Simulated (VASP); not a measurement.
# Al (P6_3/mmc) in VASP: notebook

The runs below take Al through single point, with PBE+D3(BJ).

All numbers are computed with VASP 6.6.1; they aren't measurements. Logs are shortened: lines on timing, memory, paths and dates and some standing lists are left out, and cuts for length are marked.

## Step 1: The cell of the first run

Symmetry: P6_3/mmc, No. 194, hexagonal system. The conventional cell has a = 2.445 Å, b = 2.445 Å, c = 3.980 Å, α = 90.00°, β = 90.00°, γ = 120.00°. Al (site symmetry -6m2) has 12 Al at 2.44 to 2.45 Å within 3.2 Å.

This isn't the form of Al at room conditions, which is fcc.

## Step 2: Single point, PBE+D3(BJ)

File INCAR:

```
ALGO = Normal
EDIFF = 1E-6
ENCUT = 520
GGA = PE
ISIF = 2
ISMEAR = 0
IVDW = 12
LASPH = True
LCHARG = False
LREAL = False
LWAVE = False
NBANDS = 10
NELM = 60
PREC = Accurate
SIGMA = 0.1
```

File KPOINTS:

```
k-points
0
Gamma
  21 21 10
```

File POSCAR:

```
Al
1.0
    2.4452694001      0.0000000000      0.0000000000
   -1.2226347001      2.1176654196      0.0000000000
    0.0000000000      0.0000000000      3.9800462256
Al
2
Direct
    0.6666666667      0.3333333333      0.7500000000
    0.3333333333      0.6666666667      0.2500000000
```

Potentials or basis: VASP PAW PBE potentials, release 64 (Al).

Launch:

```console
$ cat potpaw_PBE.64/Al/POTCAR > POTCAR
$ mpirun -np 1 vasp_std > vasp.out
```

OUTCAR:

```text
EDIFF = 1E-6
   ENCUT = 520
   GGA = PE
   ISIF = 2
   ISMEAR = 0
   IVDW = 12
   LASPH = True
   LREAL = False
   NELM = 60
   PREC = Accurate
 IVDW          = 12

 ion  position               nearest neighbor table
   1  0.667  0.333  0.750-   2 2.44   2 2.44   2 2.44   2 2.44   2 2.44   2 2.44
   2  0.333  0.667  0.250-   1 2.44   1 2.44   1 2.44   1 2.44   1 2.44   1 2.44

  LATTYP: Found a hexagonal cell.
 ALAT       =     2.4452694001
 C/A-ratio  =     1.6276514258

  Lattice vectors:

 A1 = (   2.4452694001,   0.0000000000,   0.0000000000)
 A2 = (  -1.2226347001,   2.1176654196,   0.0000000000)
 A3 = (   0.0000000000,   0.0000000000,   3.9800462256)

Analysis of symmetry for initial positions (statically):
=====================================================================
 Subroutine PRICEL returns:
 Original cell was already a primitive cell.

 Routine SETGRP: Setting up the symmetry group for a
 hexagonal supercell.

 Subroutine GETGRP returns: Found 24 space group operations
 (whereof 12 operations were pure point group operations)
 out of a pool of 24 trial point group operations.

The static configuration has the point symmetry D_3d.
 The point group associated with its full space group is D_6h.

Analysis of symmetry for dynamics (positions and initial velocities):
=====================================================================
 Subroutine PRICEL returns:
 Original cell was already a primitive cell.

 Routine SETGRP: Setting up the symmetry group for a
 hexagonal supercell.

 Subroutine GETGRP returns: Found 24 space group operations
 (whereof 12 operations were pure point group operations)
 out of a pool of 24 trial point group operations.

The dynamic configuration has the point symmetry D_3d.
 The point group associated with its full space group is D_6h.

 Subroutine INISYM returns: Found 24 space group operations
 (whereof 12 operations are pure point group operations),
 and found     1 'primitive' translations

----------------------------------------------------------------------------------------

                                     Primitive cell

  volume of cell :      20.6097

  direct lattice vectors                    reciprocal lattice vectors
     2.445269400  0.000000000  0.000000000     0.408952895  0.236109064  0.000000000
    -1.222634700  2.117665420  0.000000000     0.000000000  0.472218128  0.000000000
     0.000000000  0.000000000  3.980046226     0.000000000  0.000000000  0.251253363

  length of vectors
     2.445269400  2.445269400  3.980046226     0.472218128  0.472218128  0.251253363

  position of ions in fractional coordinates (direct lattice)
     0.666666667  0.333333333  0.750000000
     0.333333333  0.666666667  0.250000000

  ion indices of the primitive-cell ions
   primitive index   ion index
                 1           1
                 2           2

----------------------------------------------------------------------------------------

 KPOINTS: k-points

Automatic generation of k-mesh.
 Grid dimensions read from file:
 generate k-points for:   21   21   10

 Generating k-lattice:

  Cartesian coordinates                     Fractional coordinates (reciprocal lattice)
     0.019473947  0.011243289  0.000000000     0.047619048  0.000000000  0.000000000
     0.000000000  0.022486578  0.000000000     0.000000000  0.047619048  0.000000000
     0.000000000  0.000000000  0.025125336     0.000000000  0.000000000  0.100000000

  Length of vectors
     0.022486578  0.022486578  0.025125336

  Shift w.r.t. Gamma in fractional coordinates (k-lattice)
     0.000000000  0.000000000  0.000000000

 Subroutine IBZKPT returns following result:
 ===========================================

 Found    288 irreducible k-points:

 Following reciprocal coordinates:
            Coordinates               Weight
  0.000000  0.000000  0.000000      1.000000
  0.047619  0.000000  0.000000      6.000000
  0.095238  0.000000  0.000000      6.000000
  0.142857  0.000000  0.000000      6.000000
  0.190476  0.000000  0.000000      6.000000
  0.238095  0.000000  0.000000      6.000000
[... 16 lines left out ...]
  0.142857  0.095238  0.000000     12.000000
  0.190476  0.095238  0.000000     12.000000
 [... further k-points ...]
   k-points           NKPTS =    288   k-points in BZ     NKDIM =    288   number of bands    NBANDS=     10
   number of dos      NEDOS =    301   number of ions     NIONS =      2
   total plane-waves  NPLWV =   9720
   dimension x,y,z NGX =    18 NGY =   18 NGZ =   30
   dimension x,y,z NGXF=    36 NGYF=   36 NGZF=   60
   ions per type =               2
   NGX,Y,Z   is equivalent  to a cutoff of  12.24, 12.24, 12.53 a.u.
   NGXF,Y,Z  is equivalent  to a cutoff of  24.48, 24.48, 25.06 a.u.
 SYSTEM =  unknown system
   PREC   = accura    normal or accurate (medium, high low for compatibility)
   ISTART =      0    job   : 0-new  1-cont  2-samecut
   ICHARG =      2    charge: 1-file 2-atom 10-const
   ISPIN  =      1    spin polarized calculation?
   LNONCOLLINEAR =      F non collinear calculations
   LSORBIT =      F    spin-orbit coupling
   LASPH  =      T    aspherical Exc in radial PAW
   ENCUT  =  520.0 eV  38.22 Ry    6.18 a.u.   4.55  4.55  7.40*2*pi/ulx,y,z
   NELM   =     60;   NELMIN=  2; NELMDL= -5     # of ELM steps
   EDIFF  = 0.1E-05   stopping-criterion for ELM
   LREAL  =      F    real-space projection
   EDIFFG = 0.1E-04   stopping-criterion for IOM
   NSW    =      0    number of steps for IOM
   IBRION =     -1    ionic relax: 0-MD 1-quasi-New 2-CG
   NFREE  =      0    steps in history (QN), initial steepest desc. (CG)
   ISIF   =      2    stress and relaxation
   ISYM   =      2    0-nonsym 1-usesym 2-fastsym
   POTIM  = 0.5000    time-step for ionic-motion
   TEBEG  =    0.0;   TEEND  =   0.0 temperature during run
   PSTRESS=    0.0 pullay stress
   NELECT =       6.0000    total number of electrons
   NUPDOWN=      -1.0000    fix difference up-down
   EMIN   =  10.00;   EMAX   =-10.00  energy-range for DOS
   EFERMI =   0.00;   METHOD = LEGACY
   ISMEAR =     0;   SIGMA  =   0.10  broadening in eV -4-tet -1-fermi 0-gaus
   EFERMI_NEDOS =   21; number of points for ismear=-14 and -15
   IALGO  =     38    algorithm
   IMIX   =      4    mixing-type and parameters
     AMIX     =   0.40;   BMIX     =  1.00
     AMIX_MAG =   1.60;   BMIX_MAG =  1.00
  volume/ion in A,a.u.               =      10.30        69.54
  Fermi-wavevector in a.u.,A,eV,Ry     =   1.085012  2.050375 16.017471  1.177251
  Thomas-Fermi vector in A             =   2.221116
   LORBIT       =      0    0 simple, 1 ext, 2 COOP (PROOUT), +10 PAW based schemes
   GGA     = PE    functional components
   LHFCALC =     F    Hartree Fock is set to
   AEXX    =    0.0000 exact exchange contribution
   IVDW    =    12    specifies the selected vdW correction
   LEPSILON=     F    determine dielectric tensor
   LRPA    =     F    only Hartree local field effects (RPA)
 non-spin polarized calculation
 Gauss-broadening in eV      SIGMA  =   0.10
  energy-cutoff  :      520.00
  volume of cell :       20.61
 maximum number of plane-waves:       574
   NGX =  9   NGY =  9   NGZ = 15

 number of electron       6.0000000 magnetization

 Free energy of the ion-electron system (eV)
  ---------------------------------------------------
  ext. energy  EPLUGINS =         0.00000000
  ---------------------------------------------------
  free energy    TOTEN  =        -4.84469124 eV

  energy without entropy =       -4.84208676  energy(sigma->0) =       -4.84338900

 E-fermi :  13.8633     XC(G=0): -12.0408

 val. band max:       13.8381134464   @ k =   0.1905   0.1429   0.2000
 cond. band min:      13.8660517476   @ k =   0.4762   0.0476   0.1000
 fundamental gap:      0.0279383012
 Fermi energy:        13.8633097153

 k-point     1 :       0.0000    0.0000    0.0000
  band No.  band energies     occupation
      1      -0.8784      2.00000
      2       7.3353      2.00000
      3       8.8048      2.00000
      4      27.6131      0.00000
      5      27.6131      0.00000
      6      28.7068      0.00000
      7      28.7068      0.00000
      8      28.7357      0.00000
      9      33.2635      0.00000
     10      34.1129      0.00000

 k-point     2 :       0.0476    0.0000    0.0000
  band No.  band energies     occupation
      1      -0.8040      2.00000
      2       7.4002      2.00000
      3       8.8733      2.00000
      4      26.0584      0.00000
      5      26.9809      0.00000
      6      28.2092      0.00000
      7      29.3952      0.00000
      8      29.6238      0.00000
      9      33.0233      0.00000
     10      33.6308      0.00000

 k-point     3 :       0.0952    0.0000    0.0000
  band No.  band energies     occupation
      1      -0.5808      2.00000
      2       7.5950      2.00000
      3       9.0770      2.00000
      4      23.8385      0.00000
      5      26.0801      0.00000
      6      27.1104      0.00000
      7      30.2005      0.00000
      8      30.4252      0.00000
      9      30.9933      0.00000
     10      32.6796      0.00000

 k-point     4 :       0.1429    0.0000    0.0000
  band No.  band energies     occupation
      1      -0.2102      2.00000
      2       7.9202      2.00000
      3       9.4101      2.00000
      4      21.5821      0.00000
      5      25.2386      0.00000
      6      25.8284      0.00000
      7      28.7488      0.00000
      8      30.3078      0.00000
      9      31.3291      0.00000
     10      31.6729      0.00000

 k-point     5 :       0.1905    0.0000    0.0000
  band No.  band energies     occupation
      1       0.3059      2.00000
      2       8.3763      2.00000
      3       9.8604      2.00000
      4      19.3971      0.00000
      5      24.4914      0.00000
      6      24.5038      0.00000
      7      26.5045      0.00000
      8      29.9314      0.00000
      9      30.7326      0.00000
     10      31.8631      0.00000

 k-point     6 :       0.2381    0.0000    0.0000
  band No.  band energies     occupation
      1       0.9649      2.00000
      2       8.9641      2.00000
      3      10.4008      2.00000
      4      17.3385      0.00000
      5      23.1801      0.00000
      6      23.8474      0.00000
      7      24.3356      0.00000
      8      29.1418      0.00000
      9      29.9015      0.00000
     10      31.9963      0.00000
[... 183 lines left out ...]
 k-point    21 :       0.4762    0.0476    0.0000
  band No.  band energies     occupation
      1       6.7810      2.00000
      2       7.2224      2.00000
      3      14.6394      0.00000
      4      14.6578      0.00000
      5      16.1741      0.00000
      6      16.2525      0.00000
      7      21.8321      0.00000
      8      26.7681      0.00000
      9      26.8924      0.00000
     10      30.1476      0.00000

 k-point    22 :       0.0952    0.0952    0.0000
  band No.  band energies     occupation
      1       0.0114      2.00000
      2       8.1155      2.00000
      3       9.6062      2.00000
      4      21.2127      0.00000
      5      22.5095      0.00000
      6      28.3956      0.00000
      7      28.4575      0.00000
      8      29.3012      0.00000
      9      29.5707      0.00000
     10      30.5168      0.00000

 k-point    23 :       0.1429    0.0952    0.0000
  band No.  band energies     occupation
      1       0.5262      2.00000
      2       8.5721      2.00000
      3      10.0492      2.00000
      4      19.3518      0.00000
      5      21.2530      0.00000
      6      26.5732      0.00000
      7      27.3426      0.00000
      8      28.2887      0.00000
      9      29.6468      0.00000
     10      30.3840      0.00000

 k-point    24 :       0.1905    0.0952    0.0000
  band No.  band energies     occupation
      1       1.1833      2.00000
      2       9.1605      2.00000
      3      10.5798      2.00000
      4      17.3914      0.00000
      5      20.3080      0.00000
      6      24.4920      0.00000
      7      26.0168      0.00000
      8      27.3849      0.00000
      9      29.5847      0.00000
     10      30.1055      0.00000

 [... further k-points ...]

------------------------ aborting loop because EDIFF is reached ----------------------------------------

 Edisp (eV)   -1.09659

 E8    (eV) :    -0.4939

  FORCE on cell =-STRESS in cart. coord.  units (eV):
  Direction    XX          YY          ZZ          XY          YZ          ZX
  --------------------------------------------------------------------------------------
  -------------------------------------------------------------------------------------
  Total      11.59891    11.59891    11.59343    -0.00000     0.00000     0.00000
  in kB     901.68644   901.68644   901.26017    -0.00000     0.00000     0.00000
  external pressure =      901.54 kB  Pullay stress =        0.00 kB

 VOLUME and BASIS-vectors are now :
 -----------------------------------------------------------------------------
  energy-cutoff  :      520.00
  volume of cell :       20.61
      direct lattice vectors                 reciprocal lattice vectors
     2.445269400  0.000000000  0.000000000     0.408952895  0.236109064  0.000000000
    -1.222634700  2.117665420  0.000000000     0.000000000  0.472218128  0.000000000
     0.000000000  0.000000000  3.980046226     0.000000000  0.000000000  0.251253363

 POSITION                                       TOTAL-FORCE (eV/Angst)
 -----------------------------------------------------------------------------------
      1.22263      0.70589      2.98503        -0.000000      0.000000      0.000000
     -0.00000      1.41178      0.99501         0.000000     -0.000000      0.000000
 -----------------------------------------------------------------------------------
    total drift:                                0.000000     -0.000000      0.000000

  FREE ENERGIE OF THE ION-ELECTRON SYSTEM (eV)
  ---------------------------------------------------
  free  energy   TOTEN  =        -5.9412827763 eV

  energy  without entropy=       -5.9386782980  energy(sigma->0) =       -5.93998054
```

Wall time 58 s (1 thread of Intel Xeon Platinum 8175M at 2.50GHz (Skylake/Cascade Lake), shared host); peak memory 0.17 GiB.

Results:

| Item | Value |
| --- | --- |
| Free energy | -5.9413 eV |
| Pressure | 90.2 GPa |
| Band gap on the k mesh | zero (bands 3 and 4 overlap by 9.04 eV) |
| Dispersion energy per atom | -0.548 eV |

Caveat: the cell stands under pressure.

(Part 1 of 2 ends here.)
